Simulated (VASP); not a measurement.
# Pd (R-3m) in VASP: relaxation of cell and atoms with PBE

Aim: the relaxation of cell and atoms of Pd with PBE.

Program: VASP 6.6.1. These are calculated values, not measurements. Logs are shortened: lines on timing, memory, paths and dates and some standing lists are left out, and cuts for length are marked.

## (1) The cell of the first run

Symmetry: R-3m, No. 166, trigonal system. The conventional cell has a = 2.767 Å, b = 2.767 Å, c = 6.968 Å, α = 90.00°, β = 90.00°, γ = 120.00°. Pd (site symmetry -3m) has 12 Pd at 2.77 to 2.82 Å within 3.6 Å.

## (2) Relaxation of cell and atoms, PBE

The input, INCAR:

```
SYSTEM = Pd
ALGO = Fast
EDIFF = 1E-6
EDIFFG = -0.01
ENCUT = 600
GGA = PE
IBRION = 2
ISIF = 3
ISMEAR = 0
LASPH = .True.
LCHARG = .False.
LREAL = .False.
LWAVE = .False.
NELM = 60
NSW = 65
PREC = Accurate
SIGMA = 0.1
```

The input, KPOINTS:

```
k-points
0
Gamma
  18 18 7
  0 0 0
```

The input, POSCAR:

```
Pd
1.0
    2.7669447521      0.0000000000      0.0000000000
   -1.3834723761      2.3962444462      0.0000000000
    0.0000000000      0.0000000000      6.9683187797
Pd
3
Direct
    0.0000000000      0.0000000000      0.0000000000
    0.3333333333      0.6666666667      0.3333333333
    0.6666666667      0.3333333333      0.6666666667
```

Potentials or basis: VASP PAW PBE potentials, release 64 (Pd).

Started as:

```console
$ cat potpaw_PBE.64/Pd/POTCAR > POTCAR
$ mpirun -np 1 vasp_std > vasp.out
```

OUTCAR:

```text
SYSTEM = Pd
   EDIFF = 1E-6
   EDIFFG = -0.01
   ENCUT = 600
   GGA = PE
   IBRION = 2
   ISIF = 3
   ISMEAR = 0
   LASPH = .True.
   LREAL = .False.
   NELM = 60
   NSW = 65
   PREC = Accurate

 ion  position               nearest neighbor table
   1  0.000  0.000  0.000-   2 2.82   3 2.82   3 2.82   2 2.82   3 2.82   2 2.82
   2  0.333  0.667  0.333-   1 2.82   1 2.82   1 2.82   3 2.82   3 2.82   3 2.82
   3  0.667  0.333  0.667-   1 2.82   1 2.82   1 2.82   2 2.82   2 2.82   2 2.82

  LATTYP: Found a hexagonal cell.
 ALAT       =     2.7669447521
 C/A-ratio  =     2.5184163054

  Lattice vectors:

 A1 = (   2.7669447521,   0.0000000000,   0.0000000000)
 A2 = (  -1.3834723761,   2.3962444462,   0.0000000000)
 A3 = (   0.0000000000,   0.0000000000,   6.9683187797)

Analysis of symmetry for initial positions (statically):
=====================================================================
 Subroutine PRICEL returns following result:

  LATTYP: Found a trigonal (rhomboedric) cell.
 ALAT       =     2.8190900105
 COS(alpha) =     0.5183261222

  Lattice vectors:

 A1 = (   1.3834723759,  -0.7987481487,   2.3227729263)
 A2 = (  -0.0000000002,   1.5974962975,   2.3227729263)
 A3 = (  -1.3834723758,  -0.7987481489,   2.3227729270)

   3 primitive cells build up your supercell.

 Routine SETGRP: Setting up the symmetry group for a
 hexagonal supercell.

 Subroutine GETGRP returns: Found 12 space group operations
 (whereof 12 operations were pure point group operations)
 out of a pool of 24 trial point group operations.

The static configuration has the point symmetry D_3d.

Analysis of symmetry for dynamics (positions and initial velocities):
=====================================================================
 Subroutine PRICEL returns following result:

  LATTYP: Found a trigonal (rhomboedric) cell.
 ALAT       =     2.8190900105
 COS(alpha) =     0.5183261222

  Lattice vectors:

 A1 = (   1.3834723759,  -0.7987481487,   2.3227729263)
 A2 = (  -0.0000000002,   1.5974962975,   2.3227729263)
 A3 = (  -1.3834723758,  -0.7987481489,   2.3227729270)

   3 primitive cells build up your supercell.

 Routine SETGRP: Setting up the symmetry group for a
 hexagonal supercell.

 Subroutine GETGRP returns: Found 12 space group operations
 (whereof 12 operations were pure point group operations)
 out of a pool of 24 trial point group operations.

The dynamic configuration has the point symmetry D_3d.

 Subroutine INISYM returns: Found 12 space group operations
 (whereof 12 operations are pure point group operations),
 and found     3 'primitive' translations

----------------------------------------------------------------------------------------

                                     Primitive cell

  volume of cell :      15.4006

  direct lattice vectors                    reciprocal lattice vectors
     1.383472376 -0.798748149  2.322772926     0.361409457 -0.208659847  0.143506638
    -0.000000000  1.597496298  2.322772926     0.000000000  0.417319694  0.143506638
    -1.383472376 -0.798748149  2.322772927    -0.361409457 -0.208659847  0.143506638

  length of vectors
     2.819090010  2.819090011  2.819090011     0.441304750  0.441304750  0.441304750

  position of ions in fractional coordinates (direct lattice)
     0.000000000  0.000000000  0.000000000

  ion indices of the primitive-cell ions
   primitive index   ion index
                 1           1

----------------------------------------------------------------------------------------

 KPOINTS: k-points

Automatic generation of k-mesh.
 Grid dimensions read from file:
 generate k-points for:   18   18    7

 Generating k-lattice:

  Cartesian coordinates                     Fractional coordinates (reciprocal lattice)
     0.020078303  0.011592214  0.000000000     0.055555556 -0.000000000  0.000000000
     0.000000000  0.023184427  0.000000000     0.000000000  0.055555556  0.000000000
     0.000000000  0.000000000  0.020500948     0.000000000  0.000000000  0.142857143

  Length of vectors
     0.023184427  0.023184427  0.020500948

  Shift w.r.t. Gamma in fractional coordinates (k-lattice)
     0.000000000  0.000000000  0.000000000

 Subroutine IBZKPT returns following result:
 ===========================================

 Found    229 irreducible k-points:

 Following reciprocal coordinates:
            Coordinates               Weight
  0.000000  0.000000  0.000000      1.000000
  0.055556 -0.000000  0.000000      6.000000
  0.111111 -0.000000  0.000000      6.000000
  0.166667 -0.000000  0.000000      6.000000
  0.222222 -0.000000  0.000000      6.000000
  0.277778  0.000000  0.000000      6.000000
[... 16 lines left out ...]
  0.333333  0.111111  0.000000     12.000000
  0.388889  0.111111  0.000000     12.000000
 [... further k-points ...]
   k-points           NKPTS =    229   k-points in BZ     NKDIM =    229   number of bands    NBANDS=     19
   number of dos      NEDOS =    301   number of ions     NIONS =      3
   total plane-waves  NPLWV =  32256
   dimension x,y,z NGX =    24 NGY =   24 NGZ =   56
   dimension x,y,z NGXF=    48 NGYF=   48 NGZF=  112
   ions per type =               3
   NGX,Y,Z   is equivalent  to a cutoff of  14.42, 14.42, 13.36 a.u.
   NGXF,Y,Z  is equivalent  to a cutoff of  28.84, 28.84, 26.72 a.u.
 SYSTEM =  Pd
   PREC   = accura    normal or accurate (medium, high low for compatibility)
   ISTART =      0    job   : 0-new  1-cont  2-samecut
   ICHARG =      2    charge: 1-file 2-atom 10-const
   ISPIN  =      1    spin polarized calculation?
   LNONCOLLINEAR =      F non collinear calculations
   LSORBIT =      F    spin-orbit coupling
   LASPH  =      T    aspherical Exc in radial PAW
   ENCUT  =  600.0 eV  44.10 Ry    6.64 a.u.   5.53  5.53 13.92*2*pi/ulx,y,z
   NELM   =     60;   NELMIN=  2; NELMDL= -5     # of ELM steps
   EDIFF  = 0.1E-05   stopping-criterion for ELM
   LREAL  =      F    real-space projection
   EDIFFG = -.1E-01   stopping-criterion for IOM
   NSW    =     65    number of steps for IOM
   IBRION =      2    ionic relax: 0-MD 1-quasi-New 2-CG
   NFREE  =      1    steps in history (QN), initial steepest desc. (CG)
   ISIF   =      3    stress and relaxation
   ISYM   =      2    0-nonsym 1-usesym 2-fastsym
   POTIM  = 0.5000    time-step for ionic-motion
   TEBEG  =    0.0;   TEEND  =   0.0 temperature during run
   PSTRESS=    0.0 pullay stress
   NELECT =      30.0000    total number of electrons
   NUPDOWN=      -1.0000    fix difference up-down
   EMIN   =  10.00;   EMAX   =-10.00  energy-range for DOS
   EFERMI =   0.00;   METHOD = LEGACY
   ISMEAR =     0;   SIGMA  =   0.10  broadening in eV -4-tet -1-fermi 0-gaus
   EFERMI_NEDOS =   21; number of points for ismear=-14 and -15
   IALGO  =     68    algorithm
   IMIX   =      4    mixing-type and parameters
     AMIX     =   0.40;   BMIX     =  1.00
     AMIX_MAG =   1.60;   BMIX_MAG =  1.00
  volume/ion in A,a.u.               =      15.40       103.93
  Fermi-wavevector in a.u.,A,eV,Ry     =   1.417627  2.678927 27.343179  2.009667
  Thomas-Fermi vector in A             =   2.538838
   LORBIT       =      0    0 simple, 1 ext, 2 COOP (PROOUT), +10 PAW based schemes
   GGA     = PE    functional components
   LHFCALC =     F    Hartree Fock is set to
   AEXX    =    0.0000 exact exchange contribution
   IVDW    =     0    specifies the selected vdW correction
   LEPSILON=     F    determine dielectric tensor
   LRPA    =     F    only Hartree local field effects (RPA)
 conjugate gradient relaxation of ions
 non-spin polarized calculation
 RMM-DIIS sequential band-by-band and
 Gauss-broadening in eV      SIGMA  =   0.10
  energy-cutoff  :      600.00
  volume of cell :       46.20
 maximum number of plane-waves:      1600
 NGX is ok and might be reduce to    24
   NGX = 11   NGY = 11   NGZ = 27

--------------------------------------- Ionic step        1  -------------------------------------------

 number of electron      30.0000003 magnetization

 Free energy of the ion-electron system (eV)
  ---------------------------------------------------
  ext. energy  EPLUGINS =         0.00000000
  ---------------------------------------------------
  free energy    TOTEN  =       -15.66346454 eV

  energy without entropy =      -15.62711075  energy(sigma->0) =      -15.64528765

------------------------ aborting loop because EDIFF is reached ----------------------------------------

  FORCE on cell =-STRESS in cart. coord.  units (eV):
  Direction    XX          YY          ZZ          XY          YZ          ZX
  --------------------------------------------------------------------------------------
  -------------------------------------------------------------------------------------
  Total        0.0590361      0.0590361     -0.9270739     -0.0000000      0.0000000     -0.0000000
  in kB        2.0472401      2.0472401    -32.1488393     -0.0000000      0.0000000     -0.0000000
  external PRESSURE =      -9.3514530 kB  Pullay stress =       0.0000000 kB

 VOLUME and BASIS-vectors are now :
 -----------------------------------------------------------------------------
  energy-cutoff  :      600.00
  volume of cell :       46.20
      direct lattice vectors                 reciprocal lattice vectors
     2.766944752  0.000000000  0.000000000     0.361409457  0.208659847  0.000000000
    -1.383472376  2.396244446  0.000000000     0.000000000  0.417319694  0.000000000
     0.000000000  0.000000000  6.968318780     0.000000000  0.000000000  0.143506638
[... 112 lines left out ...]
 POSITION                                       TOTAL-FORCE (eV/Angst)
 -----------------------------------------------------------------------------------
      1.39565      2.41733     -0.00000        -0.000000     -0.000000     -0.000000
     -0.00000      1.61155      2.27217         0.000000     -0.000000     -0.000000
      1.39565      0.80578      4.54433        -0.000000      0.000000      0.000000
 -----------------------------------------------------------------------------------
    total drift:                                0.000000     -0.000000     -0.000000

  FREE ENERGIE OF THE ION-ELECTRON SYSTEM (eV)
  ---------------------------------------------------
  free  energy   TOTEN  =       -15.6731782813 eV

  energy  without entropy=      -15.6354620531  energy(sigma->0) =      -15.65432017

--------------------------------------- Ionic step        5  -------------------------------------------

 number of electron      30.0000006 magnetization

 Free energy of the ion-electron system (eV)
  ---------------------------------------------------
  ext. energy  EPLUGINS =         0.00000000
  ---------------------------------------------------
  free energy    TOTEN  =       -15.67354751 eV

  energy without entropy =      -15.63601684  energy(sigma->0) =      -15.65478217

 E-fermi :   9.1823     XC(G=0): -12.9614

 val. band max:        9.1817454074   @ k =   0.5000  -0.0000   0.1429
 cond. band min:       9.1843852581   @ k =   0.0000   0.4444   0.4286
 fundamental gap:      0.0026398508
 Fermi energy:         9.1822708989

 k-point     1 :       0.0000    0.0000    0.0000
  band No.  band energies     occupation
      1       2.3229      2.00000
      2       4.2502      2.00000
      3       4.2502      2.00000
      4       6.5005      2.00000
      5       6.5096      2.00000
      6       6.5096      2.00000
[... 11 lines left out ...]
     18       8.5973      2.00000
     19      20.3310      0.00000
[... 485 lines left out ...]
 k-point    24 :       0.3889    0.1111    0.0000
  band No.  band energies     occupation
      1       4.3118      2.00000
      2       4.5799      2.00000
      3       4.8843      2.00000
      4       5.0042      2.00000
      5       5.8106      2.00000
      6       6.1088      2.00000
[... 11 lines left out ...]
     18      13.7640      0.00000
     19      16.3192      0.00000

 [... further k-points ...]

------------------------ aborting loop because EDIFF is reached ----------------------------------------

  FORCE on cell =-STRESS in cart. coord.  units (eV):
  Direction    XX          YY          ZZ          XY          YZ          ZX
  --------------------------------------------------------------------------------------
  -------------------------------------------------------------------------------------
  Total       -0.0000898     -0.0000898     -0.0103659      0.0000000     -0.0000000     -0.0000000
  in kB       -0.0031368     -0.0031368     -0.3620570      0.0000000     -0.0000000     -0.0000000
  external PRESSURE =      -0.1227769 kB  Pullay stress =       0.0000000 kB

 VOLUME and BASIS-vectors are now :
 -----------------------------------------------------------------------------
  energy-cutoff  :      600.00
  volume of cell :       45.87
      direct lattice vectors                 reciprocal lattice vectors
     2.785036912 -0.000000000 -0.000000000     0.359061668  0.207304351  0.000000000
    -1.392518456  2.411912716 -0.000000000     0.000000000  0.414608702  0.000000000
    -0.000000000  0.000000000  6.828858890     0.000000000  0.000000000  0.146437350

 POSITION                                       TOTAL-FORCE (eV/Angst)
 -----------------------------------------------------------------------------------
     -0.00000      0.00000      0.00000        -0.000000     -0.000000     -0.000000
     -0.00000      1.60794      2.27629         0.000000      0.000000     -0.000000
      1.39252      0.80397      4.55257        -0.000000      0.000000      0.000000
 -----------------------------------------------------------------------------------
    total drift:                               -0.000000      0.000000      0.000000

  FREE ENERGIE OF THE ION-ELECTRON SYSTEM (eV)
  ---------------------------------------------------
  free  energy   TOTEN  =       -15.6735475116 eV

  energy  without entropy=      -15.6360168359  energy(sigma->0) =      -15.65478217

 reached required accuracy - stopping structural energy minimisation
```

Run time: 14 min. Hardware: 1 thread of Oxide Virtual Turin-like, shared host; peak memory 0.31 GiB.

Results:

| Quantity | Value |
| --- | --- |
| Free energy | -15.6735 eV |
| Relaxed volume | 15.29 Å³/atom |
| Relaxed cell | a = 2.785 Å, b = 2.785 Å, c = 6.829 Å, α = 90.00°, β = 90.00°, γ = 120.00° |
| Space group after relaxing (to 0.05 Å) | Fm-3m (No. 225) |
| Energy gained by relaxing | 3.4 meV/atom |
| Ionic steps | 5 |
| Pressure after relaxing | 0.0 GPa |
| Band gap on the k mesh | zero (band 15 reaches 9.45 eV, above the bottom of band 16 at 8.32 eV) |

Step by step:
```
step  energy change (eV)  largest force (eV/Å)  pressure (GPa)  volume (Å³)
   1              0.0000                0.0000           -0.94        46.20
   2             -0.0077                0.0000            1.00        45.60
   3             -0.0078                0.0000            1.13        45.57
   4             -0.0097                0.0000           -0.44        45.99
   5             -0.0101                0.0000           -0.01        45.87
```

Final structure:
```
Pd
1.0
     2.78504    0.00000    0.00000
    -1.39252    2.41191    0.00000
     0.00000    0.00000    6.82886
Pd
3
Direct
  0.00000 0.00000 0.00000
  0.33333 0.66667 0.33333
  0.66667 0.33333 0.66667
```
